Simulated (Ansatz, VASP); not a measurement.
**Ta in VASP and in Ansatz**

```
CELL_PARAMETERS angstrom
3.04391 -0.18182 -0.02247
-1.67941 2.49881 -0.11582
-0.03990 -0.26053 5.21973
ATOMIC_POSITIONS crystal
Ta 0.89248 0.57862 0.75981
Ta 0.10752 0.42138 0.24019
```

Change from the starting cell: all atoms moved at random, sigma 0.4 Å a component, cell strained at random, sigma 0.06.

Alike in both runs: task single point; functional PBEsol; k mesh 12 × 12 × 8; occupations gaussian, width 0.15 eV; no spin polarisation.

|  | VASP | Ansatz |
| --- | --- | --- |
| version | VASP 6.6.1 | Ansatz 0.2.0 |
| potentials or method | VASP PAW PBE potentials, release 64 (Ta_pv), cutoff 520 eV | scalar-relativistic, plane waves, PAW |
| valence electrons in the cell | 22 | 26 |

|  | VASP | Ansatz | Ansatz less VASP |
| --- | --- | --- | --- |
| gap on the k mesh at the Fermi level (eV) | none | none | - |
| pressure (GPa) | -6.2 | -6.4 | -0.15 |
| traceless stress, the component that is largest in VASP (GPa) | 4.74 | 4.70 | -0.046 |
| rms of the force components (eV/Å) | 0.680 | 0.681 | +0.0008 |

VASP's potentials were made for PBE, not for PBEsol. Atom by atom the forces differ by 0.003 eV/Å (rms over components). A gap of «none» marks a metal or a gap that the smearing closes. The functional is the same, so the differences come from potentials, cutoffs and numerics. VASP's potentials hold 22 valence electrons a cell and Ansatz's 26, so a difference there can come from the potentials and not from the codes.

Spin-orbit coupling is off throughout.
